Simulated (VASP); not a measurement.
Here is a VASP 6.6.1 calculation.

The input INCAR:

```
SYSTEM = MgO
ALGO = Normal
EDIFF = 1E-6
ENCUT = 600
GGA = PS
GGA_COMPAT = .False.
ISIF = 2
ISMEAR = 0
LASPH = .True.
LCHARG = .False.
LREAL = .False.
LWAVE = .False.
NBANDS = 11
NELM = 120
PREC = Accurate
SIGMA = 0.001
```

The input KPOINTS:

```
k-points
0
Gamma
  6 6 6
  0 0 0
```

The input POSCAR:

```
MgO
1.0
    0.0000000000      2.2820056624      2.2820056624
    2.2820056624      0.0000000000      2.2820056624
    2.2820056624      2.2820056624      0.0000000000
Mg O
1 1
Direct
    0.0000000000      0.0000000000      0.0000000000
    0.2500000000      0.2500000000      0.2500000000
```

Potentials or basis: VASP PAW PBE potentials, release 64 (Mg, O).

Command:

```bash
$ cat potpaw_PBE.64/Mg/POTCAR potpaw_PBE.64/O/POTCAR > POTCAR
$ mpirun -np 1 vasp_std > vasp.out
```

**Question.** Estimate the pressure.

**Answer.** 0.5 GPa.

**Question.** Estimate the band gap on the k mesh.

**Answer.** 3.53 eV, direct.

Caveat: the PAW data sets were made with another functional, which shifts forces and pressure a little. Expect the measured gap to be larger: semilocal functionals such as PBEsol lack the derivative discontinuity.
